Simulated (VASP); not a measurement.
Crystal: CdI2.

```xyz
3
Lattice="4.2484 0.0000 0.0000 -2.1242 3.6792 0.0000 0.0000 0.0000 6.8844" Properties=species:S:1:pos:R:3 pbc="T T T"
Cd    0.0000    0.0000    0.0000
I     0.0000    2.4528    1.7181
I     2.1242    1.2264    5.1663
```

Base run:

| Item | Value |
| --- | --- |
| Program | VASP 6.6.1 |
| Functional | HSE06 |
| Potentials or basis | VASP PAW PBE potentials, release 64 (Cd, I) |
| Cutoff | 400 eV |
| k mesh | 6 × 6 × 4 |
| Occupations | gaussian, width 0.01 eV |
| Spin | no spin polarisation |

Its results: band gap on the k mesh 3.34 eV, indirect (least direct gap 3.60 eV); pressure 0.6 GPa; largest force 0.061 eV/Å.

**Question.** The run is repeated on the same cell with these changes: functional from HSE06 to PBE; cutoff from 400 eV to 500 eV. What comes out?

**Answer.** Band gap on the k mesh 2.37 eV, indirect (least direct gap 2.60 eV); pressure 1.7 GPa; largest force 0.092 eV/Å.

HSE06 gives the wider gap, since exact exchange removes part of the self-interaction.

Caveats: spin-orbit coupling is left out, which moves the levels of the heavy elements; this functional lacks dispersion, which binds the layers, so the pressure and a relaxed spacing across them are unreliable; the PAW data sets were made with another functional, which shifts forces and pressure a little (some runs).

A k mesh can miss the band edges.
